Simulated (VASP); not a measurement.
Runs of VASP 6.6.1 on CdTe. The structure is that of space group Cmcm (No. 63), or close to it. The cells are those of the table. 

```tsv
task	cell	gap on the mesh (eV)	pressure (GPa)	largest force (eV/Å)
electric field gradients	a = 4.297, b = 4.297, c = 6.008 Å, angles 90.0, 90.0, 90.5°, 4 atoms	none	2.0	0.06
single point	a = 4.441, b = 4.441, c = 6.210 Å, angles 90.0, 90.0, 90.5°, 4 atoms	none	-2.4	0.08
electric field gradients	a = 4.385, b = 4.385, c = 6.131 Å, angles 90.0, 90.0, 90.5°, 4 atoms	none	(a)	0.05
electric field gradients	a = 4.341, b = 4.341, c = 6.070 Å, angles 90.0, 90.0, 90.5°, 4 atoms	none	0.4	0.05
```

Alike in all rows: level PBE; potentials or basis VASP PAW PBE potentials, release 64 (Cd, Te); no spin polarisation; k mesh 9 × 9 × 6; cutoff (eV) 520; smearing fermi-dirac 0.05 eV.

Task: Estimate the missing entries.

Result: (a) -1.0.

Caveats: spin-orbit coupling is left out, which moves the levels of the heavy elements.

A k mesh can miss the band edges, and the runs leave out spin-orbit coupling on Cd, Te.

A gap of «none» marks levels without a gap at the run's occupations.
